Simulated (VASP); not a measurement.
# Sn (Im-3m) in VASP: a series of runs

Aim: see how the results for Sn move with the level of theory and the settings. Levels: HSE06, PBE0, PBE-based screened hybrid with 25 % exact exchange. Tasks: single point, relaxation of cell and atoms.

All numbers are computed with VASP 6.6.1; they aren't measurements. Logs are shortened: lines on timing, memory, paths and dates and some standing lists are left out, and cuts for length are marked.

## 1. The cell of the first run

Symmetry: Im-3m, No. 229, cubic system. The conventional cell has a = 3.712 Å, b = 3.712 Å, c = 3.712 Å, α = 90.00°, β = 90.00°, γ = 90.00°. Sn (site symmetry m-3m) has 14 Sn at 3.21 to 3.71 Å within 4.2 Å.

This isn't the form of Sn at room conditions, which is tetragonal (white tin).

## 2. Single point, HSE06

Input file POSCAR:

```
Sn
1.0
   -1.8559746029      1.8559746029      1.8559746029
    1.8559746029     -1.8559746029      1.8559746029
    1.8559746029      1.8559746029     -1.8559746029
Sn
1
Direct
    0.0000000000      0.0000000000      0.0000000000
```

Input file INCAR.step1:

```
SYSTEM = Sn
PREC     = Accurate       ! precision mode
ENCUT    = 520            ! plane-wave cutoff, eV
EDIFF    = 1E-5           ! SCF threshold, eV
ISMEAR   = -1             ! smearing method
SIGMA    = 0.05           ! smearing width, eV
LREAL    = .False.        ! projectors in reciprocal space
LASPH    = .True.         ! aspherical terms in the spheres
NELM     = 80             ! most SCF steps
ALGO     = Normal         ! electronic algorithm
ISIF     = 2              ! what is computed and relaxed
LWAVE    = .True.         ! write WAVECAR
NBANDS   = 13             ! bands
GGA      = PE             ! functional
```

Input file INCAR.step2:

```
SYSTEM = Sn
PREC     = Accurate       ! precision mode
ENCUT    = 520            ! plane-wave cutoff, eV
EDIFF    = 1E-6           ! SCF threshold, eV
ISMEAR   = -1             ! smearing method
SIGMA    = 0.05           ! smearing width, eV
LREAL    = .False.        ! projectors in reciprocal space
LASPH    = .True.         ! aspherical terms in the spheres
NELM     = 80             ! most SCF steps
ALGO     = Normal         ! electronic algorithm
ISIF     = 2              ! what is computed and relaxed
LWAVE    = .False.        ! write WAVECAR
LCHARG   = .True.         ! write CHGCAR
GGA      = PE             ! functional
LHFCALC  = .True.         ! exact exchange
HFSCREEN = 0.2079         ! screening, 1/A
PRECFOCK = Normal       
LELF     = .True.         ! ELF
LVHAR    = .True.       
NBANDS   = 13             ! bands
ISTART   = 1
```

Input file KPOINTS:

```
regular mesh
0
Gamma
  6 6 6
  0 0 0
```

Potentials or basis: VASP PAW PBE potentials, release 64 (Sn_d).

The run is started by

```
$ cat potpaw_PBE.64/Sn_d/POTCAR > POTCAR
$ cp INCAR.step1 INCAR
$ mpirun -np 1 vasp_std > vasp.out
$ cp INCAR.step2 INCAR
$ mpirun -np 1 vasp_std > vasp.out
```

OUTCAR:

```text
SYSTEM = Sn
   PREC = Accurate
   ENCUT = 520
   EDIFF = 1E-6
   ISMEAR = -1
   LREAL = .False.
   LASPH = .True.
   NELM = 80
   ISIF = 2
   GGA = PE
   LHFCALC = .True.
   HFSCREEN = 0.2079
   PRECFOCK = Normal
   ISTART = 1

 ion  position               nearest neighbor table
   1  0.000  0.000  0.000-

  LATTYP: Found a body centered cubic cell.
 ALAT       =     3.7119492058

  Lattice vectors:

 A1 = (  -1.8559746029,   1.8559746029,   1.8559746029)
 A2 = (   1.8559746029,  -1.8559746029,   1.8559746029)
 A3 = (   1.8559746029,   1.8559746029,  -1.8559746029)

Analysis of symmetry for initial positions (statically):
=====================================================================
 Subroutine PRICEL returns:
 Original cell was already a primitive cell.

 Routine SETGRP: Setting up the symmetry group for a
 body centered cubic supercell.

 Subroutine GETGRP returns: Found 48 space group operations
 (whereof 48 operations were pure point group operations)
 out of a pool of 48 trial point group operations.

The static configuration has the point symmetry O_h .

Analysis of symmetry for dynamics (positions and initial velocities):
=====================================================================
 Subroutine PRICEL returns:
 Original cell was already a primitive cell.

 Routine SETGRP: Setting up the symmetry group for a
 body centered cubic supercell.

 Subroutine GETGRP returns: Found 48 space group operations
 (whereof 48 operations were pure point group operations)
 out of a pool of 48 trial point group operations.

The dynamic configuration has the point symmetry O_h .

 Subroutine INISYM returns: Found 48 space group operations
 (whereof 48 operations are pure point group operations),
 and found     1 'primitive' translations

----------------------------------------------------------------------------------------

                                     Primitive cell

  volume of cell :      25.5727

  direct lattice vectors                    reciprocal lattice vectors
    -1.855974603  1.855974603  1.855974603     0.000000000  0.269400238  0.269400238
     1.855974603 -1.855974603  1.855974603     0.269400238  0.000000000  0.269400238
     1.855974603  1.855974603 -1.855974603     0.269400238  0.269400238  0.000000000

  length of vectors
     3.214642310  3.214642310  3.214642310     0.380989470  0.380989470  0.380989470

  position of ions in fractional coordinates (direct lattice)
     0.000000000  0.000000000  0.000000000

  ion indices of the primitive-cell ions
   primitive index   ion index
                 1           1

----------------------------------------------------------------------------------------

 KPOINTS: regular mesh

Automatic generation of k-mesh.
 Grid dimensions read from file:
 generate k-points for:    6    6    6

 Generating k-lattice:

  Cartesian coordinates                     Fractional coordinates (reciprocal lattice)
     0.000000000  0.044900040  0.044900040     0.166666667  0.000000000  0.000000000
     0.044900040  0.000000000  0.044900040     0.000000000  0.166666667  0.000000000
     0.044900040  0.044900040  0.000000000     0.000000000  0.000000000  0.166666667

  Length of vectors
     0.063498245  0.063498245  0.063498245

  Shift w.r.t. Gamma in fractional coordinates (k-lattice)
     0.000000000  0.000000000  0.000000000

 Subroutine IBZKPT returns following result:
 ===========================================

 Found     16 irreducible k-points:

 Following reciprocal coordinates:
            Coordinates               Weight
  0.000000  0.000000  0.000000      1.000000
  0.166667  0.000000  0.000000     12.000000
  0.333333  0.000000  0.000000     12.000000
  0.500000  0.000000  0.000000      6.000000
  0.166667  0.166667  0.000000     24.000000
  0.333333  0.166667  0.000000     48.000000
[... 8 lines left out ...]
  0.500000  0.500000  0.333333     12.000000
  0.500000  0.500000  0.500000      1.000000
   k-points           NKPTS =     16   k-points in BZ     NKDIM =    216   number of bands    NBANDS=     13
   number of dos      NEDOS =    301   number of ions     NIONS =      1
   total plane-waves  NPLWV =  13824
   dimension x,y,z NGX =    24 NGY =   24 NGZ =   24
   dimension x,y,z NGXF=    48 NGYF=   48 NGZF=   48
   ions per type =               1
   NGX,Y,Z   is equivalent  to a cutoff of  12.41, 12.41, 12.41 a.u.
   NGXF,Y,Z  is equivalent  to a cutoff of  24.82, 24.82, 24.82 a.u.
 SYSTEM =  Sn
   PREC   = accura    normal or accurate (medium, high low for compatibility)
   ISTART =      1    job   : 0-new  1-cont  2-samecut
   ICHARG =      0    charge: 1-file 2-atom 10-const
   ISPIN  =      1    spin polarized calculation?
   LNONCOLLINEAR =      F non collinear calculations
   LSORBIT =      F    spin-orbit coupling
   LASPH  =      T    aspherical Exc in radial PAW
   ENCUT  =  520.0 eV  38.22 Ry    6.18 a.u.   5.98  5.98  5.98*2*pi/ulx,y,z
   NELM   =     80;   NELMIN=  2; NELMDL=  0     # of ELM steps
   EDIFF  = 0.1E-05   stopping-criterion for ELM
   LREAL  =      F    real-space projection
   EDIFFG = 0.1E-04   stopping-criterion for IOM
   NSW    =      0    number of steps for IOM
   IBRION =     -1    ionic relax: 0-MD 1-quasi-New 2-CG
   NFREE  =      0    steps in history (QN), initial steepest desc. (CG)
   ISIF   =      2    stress and relaxation
   ISYM   =      3    0-nonsym 1-usesym 2-fastsym
   POTIM  = 0.5000    time-step for ionic-motion
   TEBEG  =    0.0;   TEEND  =   0.0 temperature during run
   PSTRESS=    0.0 pullay stress
   NELECT =      14.0000    total number of electrons
   NUPDOWN=      -1.0000    fix difference up-down
   EMIN   =  10.00;   EMAX   =-10.00  energy-range for DOS
   EFERMI =   0.00;   METHOD = LEGACY
   ISMEAR =    -1;   SIGMA  =   0.05  broadening in eV -4-tet -1-fermi 0-gaus
   EFERMI_NEDOS =   21; number of points for ismear=-14 and -15
   IALGO  =     38    algorithm
   IMIX   =      1    mixing-type and parameters
     AMIX     =   0.40;   BMIX     =  1.00
     AMIX_MAG =   1.60;   BMIX_MAG =  1.00
  volume/ion in A,a.u.               =      25.57       172.57
  Fermi-wavevector in a.u.,A,eV,Ry     =   1.339241  2.530799 24.402962  1.793567
  Thomas-Fermi vector in A             =   2.467649
   LORBIT       =      0    0 simple, 1 ext, 2 COOP (PROOUT), +10 PAW based schemes
   GGA     = PE    functional components
   LHFCALC =     T    Hartree Fock is set to
   PRECFOCK=normal    Normal, Fast or Accurate (Low or Medium for compatibility)
   ENCUT4O =  -1.0   cutoff for four orbital integrals eV
   NKREDX  =     1    reduce k-point grid by
   NKREDY  =     1    reduce k-point grid by
   NKREDZ  =     1    reduce k-point grid by
   AEXX    =    0.2500 exact exchange contribution
   HFSCREEN=    0.2079 screening length (either q_TF or 0.3 A-1)
   HFSCREENC=   0.2079 screening length for correlation (either q_TF or 0.3 A-1)
   ENCUTFOCK=  -1.0 apply spherical cutoff to Coloumb kernel
   IVDW    =     0    specifies the selected vdW correction
   LEPSILON=     F    determine dielectric tensor
   LRPA    =     F    only Hartree local field effects (RPA)
 non-spin polarized calculation
  energy-cutoff  :      520.00
  volume of cell :       25.57
 maximum number of plane-waves:       712
  NGX = 18; NGY = 18; NGZ = 18

 number of electron      13.9999995 magnetization

 Free energy of the ion-electron system (eV)
  ---------------------------------------------------
  ext. energy  EPLUGINS =         0.00000000
  ---------------------------------------------------
  free energy    TOTEN  =        -4.37254500 eV

  energy without entropy =       -4.36941926  energy(sigma->0) =       -4.37098213

 E-fermi :   8.9335     XC(G=0):  -8.8035

 val. band max:        8.3423340383   @ k =  -0.3333   0.3333   0.1667
 cond. band min:       8.9883862322   @ k =   0.5000   0.5000   0.3333
 fundamental gap:      0.6460521939
 Fermi energy:         8.9334599127

 k-point     1 :       0.0000    0.0000    0.0000
  band No.  band energies     occupation
      1     -15.1352      2.00000
      2     -15.1352      2.00000
      3     -15.1352      2.00000
      4     -14.9626      2.00000
      5     -14.9626      2.00000
      6      -4.1780      2.00000
      7      18.2760      0.00000
      8      18.2760      0.00000
      9      18.2760      0.00000
     10      21.8715      0.00000
     11      21.8715      0.00000
     12      21.8715      0.00000
     13      22.8165      0.00000

 k-point     2 :       0.1667    0.0000    0.0000
  band No.  band energies     occupation
      1     -15.1501      2.00000
      2     -15.1178      2.00000
      3     -15.0681      2.00000
      4     -14.9776      2.00000
      5     -14.9650      2.00000
      6      -3.4649      2.00000
      7      13.7811      0.00000
      8      16.2100      0.00000
      9      17.2763      0.00000
     10      19.5229      0.00000
     11      19.7864      0.00000
     12      21.6866      0.00000
     13      23.9661      0.00000

 k-point     3 :       0.3333    0.0000    0.0000
  band No.  band energies     occupation
      1     -15.1797      2.00000
      2     -15.1104      2.00000
      3     -14.9842      2.00000
      4     -14.9696      2.00000
      5     -14.9312      2.00000
      6      -1.3118      2.00000
      7       7.7089      2.00000
      8      13.9572      0.00000
      9      15.7183      0.00000
     10      18.1899      0.00000
     11      18.3222      0.00000
     12      23.4150      0.00000
     13      25.1207      0.00000

 k-point     4 :       0.5000    0.0000    0.0000
  band No.  band energies     occupation
      1     -15.1945      2.00000
      2     -15.1230      2.00000
      3     -14.9733      2.00000
      4     -14.9719      2.00000
      5     -14.8612      2.00000
      6       1.5800      2.00000
      7       3.3917      2.00000
      8      13.1250      0.00000
      9      15.1078      0.00000
     10      17.7597      0.00000
     11      17.8386      0.00000
     12      25.4274      0.00000
     13      26.1378      0.00000

 k-point     5 :       0.1667    0.1667    0.0000
  band No.  band energies     occupation
      1     -15.1528      2.00000
      2     -15.1099      2.00000
      3     -14.9922      2.00000
      4     -14.9820      2.00000
      5     -14.9647      2.00000
      6      -2.0295      2.00000
      7      10.4375      0.00000
      8      12.1210      0.00000
      9      15.2532      0.00000
     10      19.9522      0.00000
     11      20.2740      0.00000
     12      22.9905      0.00000
     13      24.8622      0.00000
[... 129 lines left out ...]
 k-point    14 :      -0.3333    0.3333    0.3333
  band No.  band energies     occupation
      1     -15.1143      2.00000
      2     -15.0732      2.00000
      3     -14.9663      2.00000
      4     -14.9663      2.00000
      5     -14.9482      2.00000
      6       1.5105      2.00000
      7       9.7866      0.00000
      8       9.7866      0.00000
      9      10.0260      0.00000
     10      13.9664      0.00000
     11      19.4931      0.00000
     12      25.9359      0.00000
     13      26.4562      0.00000

 k-point    15 :       0.5000    0.5000    0.3333
  band No.  band energies     occupation
      1     -15.1355      2.00000
      2     -15.1200      2.00000
      3     -14.9660      2.00000
      4     -14.9284      2.00000
      5     -14.8805      2.00000
      6       4.1889      2.00000
      7       6.2455      2.00000
      8       8.9884      0.50003
      9      10.6909      0.00000
     10      14.8105      0.00000
     11      15.8453      0.00000
     12      25.5652      0.00000
     13      26.6926      0.00000

 k-point    16 :       0.5000    0.5000    0.5000
  band No.  band energies     occupation
      1     -15.1674      2.00000
      2     -15.1674      2.00000
      3     -14.8868      2.00000
      4     -14.8868      2.00000
      5     -14.8868      2.00000
      6       6.7150      2.00000
      7       8.1796      2.00000
      8       8.1797      2.00000
      9       8.1797      2.00000
     10      12.8845      0.00000
     11      12.8845      0.00000
     12      28.5255      0.00000
     13      31.6199      0.00000

------------------------ aborting loop because EDIFF is reached ----------------------------------------

  FORCE on cell =-STRESS in cart. coord.  units (eV):
  Direction    XX          YY          ZZ          XY          YZ          ZX
  --------------------------------------------------------------------------------------
  -------------------------------------------------------------------------------------
  Total        0.4753086      0.4753086      0.4753086      0.0000000     -0.0000000      0.0000000
  in kB       29.7790032     29.7790032     29.7790032      0.0000000     -0.0000000      0.0000000
  external PRESSURE =      29.7790032 kB  Pullay stress =       0.0000000 kB

 VOLUME and BASIS-vectors are now :
 -----------------------------------------------------------------------------
  energy-cutoff  :      520.00
  volume of cell :       25.57
      direct lattice vectors                 reciprocal lattice vectors
    -1.855974603  1.855974603  1.855974603     0.000000000  0.269400238  0.269400238
     1.855974603 -1.855974603  1.855974603     0.269400238  0.000000000  0.269400238
     1.855974603  1.855974603 -1.855974603     0.269400238  0.269400238  0.000000000

 POSITION                                       TOTAL-FORCE (eV/Angst)
 -----------------------------------------------------------------------------------
      0.00000      0.00000      0.00000        -0.000000     -0.000000     -0.000000
 -----------------------------------------------------------------------------------
    total drift:                               -0.000000     -0.000000     -0.000001

  FREE ENERGIE OF THE ION-ELECTRON SYSTEM (eV)
  ---------------------------------------------------
  free  energy   TOTEN  =        -4.3725449980 eV

  energy  without entropy=       -4.3694192560  energy(sigma->0) =       -4.37098213
```

Run time: 7.5 min. Hardware: 1 thread of Intel Xeon 6975P-C (Granite Rapids), shared host; peak memory 0.24 GiB.

What came out:

| Item | Value |
| --- | --- |
| Free energy | -4.3725 eV |
| Pressure | 3.0 GPa |
| Band gap on the k mesh | zero (bands 7 and 8 overlap by 12.50 eV) |

Caveat: the k points lie up to 0.40 Å⁻¹ apart, too coarse for converged energies and pressures of a metal; the PAW data sets were made with another functional, which shifts forces and pressure a little; spin-orbit coupling is left out, which moves the levels of the heavy elements.

## 3. Single point, PBE0

POSCAR is that of step 2.

Input file INCAR.step1:

```
SYSTEM = Sn
ALGO = Normal ; EDIFF = 1E-5
ENCUT = 520 ; GGA = PE
ISIF = 2 ; ISMEAR = -1
LASPH = .True. ; LREAL = .False.
LWAVE = .True. ; NBANDS = 13
NELM = 100 ; PREC = Accurate
SIGMA = 0.05
```

Input file INCAR.step2:

```
SYSTEM = Sn
AEXX = 0.25 ; ALGO = Normal
EDIFF = 1E-6 ; ENCUT = 520
GGA = PE ; ISIF = 2
ISMEAR = -1 ; ISTART = 1
LASPH = .True. ; LCHARG = .True.
LELF = .True. ; LHFCALC = .True.
LREAL = .False. ; LVHAR = .True.
LWAVE = .False. ; NBANDS = 13
NELM = 100 ; PREC = Accurate
PRECFOCK = Normal ; SIGMA = 0.05
```

Input file KPOINTS:

```
k-points
0
Gamma
  6 6 6
  0 0 0
```

Potentials or basis: VASP PAW PBE potentials, release 64 (Sn_d).

The run is started by

```
$ cat potpaw_PBE.64/Sn_d/POTCAR > POTCAR
$ cp INCAR.step1 INCAR
$ mpirun -np 1 vasp_std > vasp.out
$ cp INCAR.step2 INCAR
$ mpirun -np 1 vasp_std > vasp.out
```

It took 6.7 min on 1 thread of Intel Xeon 6975P-C (Granite Rapids), shared host; peak memory 0.15 GiB.

Results (log left out):

```yaml
Free_energy: -4.8591 eV
Pressure: 2.7 GPa
Band_gap_on_the_k_mesh: zero (bands 7 and 8 overlap by 13.28 eV)
```

Levels at points of the mesh, in eV from the Fermi level:
```csv
k point,band 3,band 4,band 5,band 6,band 7,band 8,band 9,band 10,band 11,band 12
"(0.00, 0.00, 0.00)",-24.61,-24.44,-24.44,-13.68,9.62,9.62,9.62,13.19,13.19,13.19
"(0.50, 0.00, 0.00)",-24.45,-24.45,-24.34,-7.91,-6.11,4.46,6.44,9.07,9.17,16.76
"(0.50, 0.50, 0.50)",-24.37,-24.37,-24.37,-2.63,-1.16,-1.16,-1.16,4.15,4.15,19.87
```

Caveat: the k points lie up to 0.40 Å⁻¹ apart, too coarse for converged energies and pressures of a metal; the PAW data sets were made with another functional, which shifts forces and pressure a little; spin-orbit coupling is left out, which moves the levels of the heavy elements.

[end of part 1 of 2]

The gap in the log of VASP goes by the Fermi energy; the results here count the filled bands.